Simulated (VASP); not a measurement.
Wanted: the native input for a VASP 6.6.1 run.

- Task: single point
- Functional: PBEsol
- Potentials or basis: VASP PAW PBE potentials, release 64 (Al)
- Cutoff: 520 eV
- k mesh: 24 × 24 × 12
- Occupations: gaussian, width 0.15 eV
- Spin: no spin polarisation
- Dipole correction: no
- Further INCAR settings: ALGO = Normal; EDIFF = 1e-06; NBANDS = 10

The structure of Al lies in POSCAR:

```
Al
1.0
    3.0296256867      0.0000000000      0.0000000000
   -1.5148128433      2.6237328087      0.0000000000
    0.0000000000      0.0000000000      4.1941241885
Al
2
Direct
    0.6666666667      0.3333333333      0.7500000000
    0.3333333333      0.6666666667      0.2500000000
```

This cell differs from its parent crystal: ratio of the length along z to the lengths across it x 0.8, volume and fractional coordinates fixed.

One way to write it, as run:

INCAR

```
ALGO = Normal ; EDIFF = 1E-6
ENCUT = 520 ; GGA = PS
ISIF = 2 ; ISMEAR = 0
LASPH = T ; LCHARG = T
LELF = T ; LREAL = F
LVHAR = T ; LWAVE = F
NBANDS = 10 ; NELM = 80
PREC = Accurate ; SIGMA = 0.15
```

KPOINTS

```
k-points
0
Gamma
  24 24 12
```

Potentials or basis: VASP PAW PBE potentials, release 64 (Al).

Run with:

```sh
$ cat potpaw_PBE.64/Al/POTCAR > POTCAR
$ mpirun -np 1 vasp_std > vasp.out
```

It gave:

```yaml
Pressure: 0.8 GPa
Band_gap_on_the_k_mesh: zero (band 3 reaches 14.63 eV, above the bottom of band 4 at 4.44 eV)
```

Caveat: the PAW data sets were made with another functional, which shifts forces and pressure a little.

Run time: 58 s on 1 thread of Intel(R) Xeon(R) Platinum 8259CL CPU @ 2.50GHz (Skylake/Cascade Lake) (shared host), peak memory 0.23 GiB.
